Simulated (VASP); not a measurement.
A run of VASP 6.6.1 is set up as follows.

Contents of INCAR:

```
SYSTEM = NaCl
PREC = Accurate
ENCUT = 520
EDIFF = 1E-7
ISMEAR = 0
SIGMA = 0.05
LREAL = .False.
LASPH = .True.
NELM = 60
ALGO = Normal
ISIF = 2
LWAVE = .False.
LCHARG = .False.
GGA = PE
NBANDS = 14
```

The input KPOINTS:

```
regular mesh
0
Gamma
  6 6 6
  0 0 0
```

File POSCAR:

```
NaCl
1.0
    3.5021900000      0.0000000000      0.0000000000
    0.0000000000      3.5021900000      0.0000000000
    0.0000000000      0.0000000000      3.5897447500
Na Cl
1 1
Direct
    0.0000000000      0.0000000000      0.0000000000
    0.5000000000      0.5000000000      0.5000000000
```

Potentials or basis: VASP PAW PBE potentials, release 64 (Na_pv, Cl).

Run with:

```bash
$ cat potpaw_PBE.64/Na_pv/POTCAR potpaw_PBE.64/Cl/POTCAR > POTCAR
$ mpirun -np 1 vasp_std > vasp.out
```

(1) What does it give for the band gap on the k mesh?

(2) Estimate the pressure.

## Answers

(1) 3.84 eV, indirect (least direct gap 4.29 eV).

(2) -0.5 GPa.

Caveat: the cell differs from its parent crystal (strain +0.000 along x and y, +0.025 along z).
